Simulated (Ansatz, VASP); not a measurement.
# Ta3P2 in VASP and in Ansatz

```
Ta P
1.0
     4.00149    0.00000    0.00000
    -2.00075    3.46540    0.00000
     0.00000    0.00000    6.12854
Ta P
3 2
Direct
  0.00000 0.00000 0.00000
  0.33333 0.66667 0.64297
  0.66667 0.33333 0.35703
  0.33333 0.66667 0.21995
  0.66667 0.33333 0.78005
```

Alike in both runs: functional PBE; k mesh 6 × 6 × 4; occupations gaussian, width 0.1 eV; no spin polarisation.

Ansatz relaxed the structure, and its values are those at the end. VASP's run is a single point on that final structure, the one shown.

|  | VASP | Ansatz |
| --- | --- | --- |
| version | VASP 6.6.1 | Ansatz 0.2.0 |
| potentials or method | VASP PAW PBE potentials, release 64 (Ta_pv, P), cutoff 520 eV | scalar-relativistic, plane waves, PAW |
| valence electrons in the cell | 43 | 49 |

|  | VASP | Ansatz | Ansatz less VASP |
| --- | --- | --- | --- |
| gap on the k mesh at the Fermi level (eV) | none | none | - |
| pressure (GPa) | 0.1 | 0.0 | -0.11 |
| rms of the force components (eV/Å) | 0.011 | 0.007 | -0.0035 |

A gap of «none» marks a metal or a gap that the smearing closes. VASP's potentials hold 43 valence electrons a cell and Ansatz's 49, so a difference there can come from the potentials and not from the codes.

Spin-orbit coupling is off throughout.
